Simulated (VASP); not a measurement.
# CuS (P-6m2) in VASP: single point with LDA+U

Aim: the single point of CuS with LDA+U.

Program: VASP 6.6.1. These are calculated values, not measurements. Logs are shortened: lines on timing, memory, paths and dates and some standing lists are left out, and cuts for length are marked.

### Step 1. The cell of the first run

Symmetry: P-6m2, No. 187, hexagonal system. The conventional cell has a = 3.436 Å, b = 3.436 Å, c = 3.353 Å, α = 90.00°, β = 90.00°, γ = 120.00°. Cu (site symmetry -6m2) has 6 S at 2.60 Å and 2 Cu at 3.35 Å within 3.4 Å. S (site symmetry -6m2) has 6 Cu at 2.60 Å and 2 S at 3.35 Å within 3.4 Å.

### Step 2. Single point, LDA+U, collinear spin, ferromagnetic start

INCAR

```
PREC = Accurate
ENCUT = 520
EDIFF = 1E-6
ISMEAR = 0
SIGMA = 0.05
LREAL = False
LASPH = True
NELM = 150
ALGO = Normal
ISIF = 2
LWAVE = False
LCHARG = False
ISPIN = 2
MAGMOM = 0.26 0.67
LORBIT = 11
NUPDOWN = 1.0
LMAXMIX = 4
LDAU = True
LDAUTYPE = 2
LDAUL = 2 -1
LDAUU = 4 0
LDAUJ = 0 0
LDAUPRINT = 1
GGA = CA
NBANDS = 20
```

KPOINTS

```
Automatic mesh
0
Gamma
  6 6 6
```

POSCAR

```
CuS
1.0
    3.4355487200      0.0000000000      0.0000000000
   -1.7177743600      2.9752724700      0.0000000000
    0.0000000000      0.0000000000      3.3529253400
Cu S
1 1
Direct
    0.0000000000      0.0000000000      0.0000000000
    0.6666666667      0.3333333333      0.5000000000
```

Potentials or basis: VASP PAW LDA potentials, release 64 (Cu, S).

Started as:

```
> cat potpaw_LDA.64/Cu/POTCAR potpaw_LDA.64/S/POTCAR > POTCAR
> mpirun -np 1 vasp_std > vasp.out
```

OUTCAR:

```text
PREC = Accurate
   ENCUT = 520
   EDIFF = 1E-6
   ISMEAR = 0
   LREAL = False
   LASPH = True
   NELM = 150
   ISIF = 2
   ISPIN = 2
   LORBIT = 11
   NUPDOWN = 1.0
   GGA = CA

 ion  position               nearest neighbor table
   1  0.000  0.000  0.000-   2 2.60   2 2.60   2 2.60   2 2.60   2 2.60   2 2.60
   2  0.667  0.333  0.500-   1 2.60   1 2.60   1 2.60   1 2.60   1 2.60   1 2.60

  LATTYP: Found a hexagonal cell.
 ALAT       =     3.4355487200
 C/A-ratio  =     0.9759504560

  Lattice vectors:

 A1 = (   3.4355487200,   0.0000000000,   0.0000000000)
 A2 = (  -1.7177743600,   2.9752724700,   0.0000000000)
 A3 = (   0.0000000000,   0.0000000000,   3.3529253400)

Analysis of symmetry for initial positions (statically):
=====================================================================
 Subroutine PRICEL returns:
 Original cell was already a primitive cell.

 Routine SETGRP: Setting up the symmetry group for a
 hexagonal supercell.

 Subroutine GETGRP returns: Found 12 space group operations
 (whereof 12 operations were pure point group operations)
 out of a pool of 24 trial point group operations.

The static configuration has the point symmetry D_3h.

Analysis of symmetry for dynamics (positions and initial velocities):
=====================================================================
 Subroutine PRICEL returns:
 Original cell was already a primitive cell.

 Routine SETGRP: Setting up the symmetry group for a
 hexagonal supercell.

 Subroutine GETGRP returns: Found 12 space group operations
 (whereof 12 operations were pure point group operations)
 out of a pool of 24 trial point group operations.

The dynamic configuration has the point symmetry D_3h.

Analysis of structural, dynamic, and magnetic symmetry:
[... 176 lines left out ...]
  o =  0.8575  v =  0.0000  0.0000  0.0000  0.0000  0.0000  0.0000 -0.0000 -0.0000 -1.0000  0.0000      0.0000  0.0000  0.0000  0.0000  0.0000  0.0000  0.0000  0.0000  0.0000  0.0000
  o =  0.8575  v =  0.0000  0.0000  0.0000  0.0000  0.0000  0.0000 -1.0000  0.0000  0.0000  0.0000      0.0000  0.0000  0.0000  0.0000  0.0000  0.0000  0.0000  0.0000  0.0000  0.0000
  o =  0.9364  v =  0.0000  0.0000  0.0000  0.0000  0.0000  1.0000  0.0000  0.0000  0.0000  0.0000      0.0000  0.0000  0.0000  0.0000  0.0000  0.0000  0.0000  0.0000  0.0000  0.0000
  o =  0.9364  v =  0.0000  0.0000  0.0000  0.0000  0.0000  0.0000 -0.0000  0.0000 -0.0000 -1.0000      0.0000  0.0000  0.0000  0.0000  0.0000  0.0000  0.0000  0.0000  0.0000  0.0000
  o =  0.9545  v =  0.0000  0.0000  0.0000  0.0000  0.0000  0.0000  0.0000  1.0000 -0.0000  0.0000      0.0000  0.0000  0.0000  0.0000  0.0000  0.0000  0.0000  0.0000  0.0000  0.0000
  o =  0.9561  v =  0.0000  0.0000 -1.0000  0.0000  0.0000  0.0000  0.0000  0.0000  0.0000  0.0000      0.0000  0.0000  0.0000  0.0000  0.0000  0.0000  0.0000  0.0000  0.0000  0.0000
  o =  0.9562  v =  1.0000  0.0000  0.0000  0.0000  0.0000  0.0000  0.0000  0.0000  0.0000  0.0000      0.0000  0.0000  0.0000  0.0000  0.0000  0.0000  0.0000  0.0000  0.0000  0.0000
  o =  0.9562  v =  0.0000 -0.0000  0.0000  0.0000  1.0000  0.0000  0.0000  0.0000  0.0000  0.0000      0.0000  0.0000  0.0000  0.0000  0.0000  0.0000  0.0000  0.0000  0.0000  0.0000
  o =  0.9706  v =  0.0000 -0.0000 -0.0000 -1.0000  0.0000  0.0000  0.0000  0.0000  0.0000  0.0000      0.0000  0.0000  0.0000  0.0000  0.0000  0.0000  0.0000  0.0000  0.0000  0.0000
  o =  0.9706  v =  0.0000 -1.0000 -0.0000  0.0000 -0.0000  0.0000  0.0000  0.0000  0.0000  0.0000      0.0000  0.0000  0.0000  0.0000  0.0000  0.0000  0.0000  0.0000  0.0000  0.0000

 number of electron      16.9999979 magnetization       1.0000044

 Free energy of the ion-electron system (eV)
  ---------------------------------------------------
  ext. energy  EPLUGINS =         0.00000000
  ---------------------------------------------------
  free energy    TOTEN  =        -7.35851249 eV

  energy without entropy =       -7.35717191  energy(sigma->0) =       -7.35784220

 E-fermi :   4.2133     XC(G=0): -10.8581

 val. band max:        5.0446057950   @ k =   0.3333   0.3333   0.0000
 cond. band min:       4.2616689637   @ k =   0.3333   0.0000   0.1667
 fundamental gap:     -0.7829368313
 Fermi energy:         5.2981574381

 spin component 1

 k-point     1 :       0.0000    0.0000    0.0000
  band No.  band energies     occupation
      1      -9.2258      1.00000
      2       0.9286      1.00000
      3       0.9286      1.00000
      4       0.9594      1.00000
      5       1.3403      1.00000
      6       1.3403      1.00000
[... 1097 lines left out ...]
     19      25.8277      0.00000
     20      27.5201      0.00000

 [... further k-points ...]

------------------------ aborting loop because EDIFF is reached ----------------------------------------

  FORCE on cell =-STRESS in cart. coord.  units (eV):
  Direction    XX          YY          ZZ          XY          YZ          ZX
  --------------------------------------------------------------------------------------
  -------------------------------------------------------------------------------------
  Total       -2.4138244     -2.4138244     -4.0473220     -0.0000000      0.0000000      0.0000000
  in kB     -112.8416739   -112.8416740   -189.2045598     -0.0000000      0.0000000      0.0000000
  external PRESSURE =    -138.2959692 kB  Pullay stress =       0.0000000 kB

 VOLUME and BASIS-vectors are now :
 -----------------------------------------------------------------------------
  energy-cutoff  :      520.00
  volume of cell :       34.27
      direct lattice vectors                 reciprocal lattice vectors
     3.435548720  0.000000000  0.000000000     0.291074318  0.168051836  0.000000000
    -1.717774360  2.975272470  0.000000000     0.000000000  0.336103671  0.000000000
     0.000000000  0.000000000  3.352925340     0.000000000  0.000000000  0.298247023

 POSITION                                       TOTAL-FORCE (eV/Angst)
 -----------------------------------------------------------------------------------
      0.00000      0.00000      0.00000        -0.000000      0.000000      0.000000
      1.71777      0.99176      1.67646         0.000000     -0.000000      0.000000
 -----------------------------------------------------------------------------------
    total drift:                               -0.000000      0.000000      0.000000

  FREE ENERGIE OF THE ION-ELECTRON SYSTEM (eV)
  ---------------------------------------------------
  free  energy   TOTEN  =        -7.3585124884 eV

  energy  without entropy=       -7.3571719135  energy(sigma->0) =       -7.35784220

 total charge

# of ion       s       p       d       tot
------------------------------------------
    1        0.287   0.223   9.332   9.841
    2        1.368   2.219   0.000   3.587
--------------------------------------------------
tot          1.655   2.442   9.332  13.428

 magnetization (x)

# of ion       s       p       d       tot
------------------------------------------
    1       -0.007   0.011   0.268   0.272
    2        0.013   0.473   0.000   0.486
--------------------------------------------------
tot          0.006   0.485   0.268   0.758
```

OSZICAR:

```text
N       E                     dE             d eps       ncg     rms          rms(c)
DAV:   1     0.100952766226E+03    0.10095E+03   -0.72624E+03  2436   0.107E+03
DAV:   2     0.177819040886E+01   -0.99175E+02   -0.87794E+02  2364   0.234E+02
DAV:   3    -0.771237171937E+01   -0.94906E+01   -0.89519E+01  2720   0.682E+01
DAV:   4    -0.792016355869E+01   -0.20779E+00   -0.20704E+00  2760   0.936E+00
DAV:   5    -0.792364057188E+01   -0.34770E-02   -0.34764E-02  2740   0.134E+00    0.843E+00
DAV:   6    -0.784142508368E+01    0.82215E-01   -0.43906E+00  2860   0.698E+01    0.752E+00
DAV:   7    -0.736321705206E+01    0.47821E+00   -0.14129E+00  2972   0.376E+01    0.250E+00
DAV:   8    -0.736698419537E+01   -0.37671E-02   -0.11089E-01  3132   0.806E+00    0.129E+00
DAV:   9    -0.735759965737E+01    0.93845E-02   -0.27384E-02  3164   0.480E+00    0.220E-01
DAV:  10    -0.735846925104E+01   -0.86959E-03   -0.15606E-03  3240   0.757E-01    0.109E-01
DAV:  11    -0.735846201752E+01    0.72335E-05   -0.14183E-04  2944   0.220E-01    0.503E-02
DAV:  12    -0.735850903169E+01   -0.47014E-04   -0.19430E-05  2864   0.143E-01    0.160E-02
DAV:  13    -0.735851240845E+01   -0.33768E-05   -0.19097E-06  2480   0.333E-02    0.340E-03
DAV:  14    -0.735851248845E+01   -0.79994E-07   -0.52390E-07  1480   0.111E-02
   1 F= -.73585125E+01 E0= -.73578422E+01  d E =-.134057E-02  mag=     1.0000
```

Run time: 36 s. Hardware: 1 thread of Intel Xeon Platinum 8375C at 2.90GHz (Ice Lake), shared host; peak memory 0.15 GiB.

Results:

* Free energy: -7.3585 eV
* Pressure: -13.8 GPa
* Net moment: 1.00 μB per cell
* Site moments: Cu +0.27; S +0.49 μB
* Valence electrons inside the program's atomic spheres: Cu 9.84; S 3.59

Stress tensor (GPa, compression positive):
```
-11.28   0.00   0.00
  0.00 -11.28   0.00
  0.00   0.00 -18.92
```

Eigenvalues of the final occupation matrices:
| site | spin | trace | eigenvalues |
| --- | --- | --- | --- |
| site 1 d | 1 | 4.81 | 0.96 0.96 0.96 0.97 0.97 |
| site 1 d | 2 | 4.54 | 0.86 0.86 0.94 0.94 0.95 |

Caveat: the total moment is fixed, so each spin has its own Fermi level; a cell with one magnetic atom can't hold antiferromagnetic order, which such compounds often take. The state reached can hang on the start; a lower one may exist.
